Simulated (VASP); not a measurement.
Here is a VASP 6.6.1 calculation.

File INCAR:

```
SYSTEM = Ga
  PREC = Accurate
  ENCUT = 520
  EDIFF = 1E-6
  ISMEAR = -1
  SIGMA = 0.05
  LREAL = .FALSE.
  LASPH = .TRUE.
  NELM = 80
  ALGO = Fast
  ISIF = 2
  LWAVE = .FALSE.
  LCHARG = .FALSE.
  GGA = PS
  NBANDS = 20
```

Contents of KPOINTS:

```
Automatic mesh
0
G
  10 8 7
  0 0 0
```

POSCAR

```
Ga
1.0
    2.8329147839      0.0000000000      0.0000000000
    0.0000000000      3.3459704005      0.0000000000
   -1.3697795742      0.0000000000      4.0685336955
Ga
2
Direct
    0.1345962700      0.7500000000      0.7701668300
    0.8654037300      0.2500000000      0.2298331700
```

Potentials or basis: VASP PAW PBE potentials, release 64 (Ga_d).

The run is started by

```console
$ cat potpaw_PBE.64/Ga_d/POTCAR > POTCAR
$ mpirun -np 1 vasp_std > vasp.out
```

(1) What does it give for the largest force?

(2) What does it give for the band gap on the k mesh?

Answers

(1) 0.048 eV/Å.

(2) zero (bands 13 and 14 overlap by 7.92 eV).

Caveat: the cell stands under tension; the PAW data sets were made with another functional, which shifts forces and pressure a little.
